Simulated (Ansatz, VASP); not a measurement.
**One calculation of Cr, two programs**

```xyz
2
Lattice="-2.8500 2.8500 2.8500 0.0000 0.0000 2.8500 0.0000 2.8500 0.0000" Properties=species:S:1:pos:R:3 pbc="T T T"
Cr   -0.0350    0.0000    0.0000
Cr   -1.3900    1.4250    1.4250
```

Alike in both runs: task single point; functional PBE; k mesh 4 × 8 × 8; occupations fermi-dirac, width 0.1 eV; no spin polarisation.

```csv
,VASP,Ansatz
version,VASP 6.6.1,Ansatz 0.2 development build
potentials or method,"VASP PAW PBE potentials, release 64 (Cr_pv), cutoff 500 eV","all-electron full-potential LAPW, scalar-relativistic"
```

|  | VASP | Ansatz | Ansatz less VASP |
| --- | --- | --- | --- |
| pressure (GPa) | -0.1 | 0.4 | +0.49 |
| traceless stress, the component that is largest in VASP (GPa) | -0.09 | -0.10 | -0.018 |
| rms of the force components (eV/Å) | 0.235 | 0.238 | +0.0028 |

Atom by atom the forces differ by 0.003 eV/Å (rms over components). Ansatz ran all-electron here, and VASP with PAW potentials.

The k mesh is coarse, so the values compare programs but aren't converged.
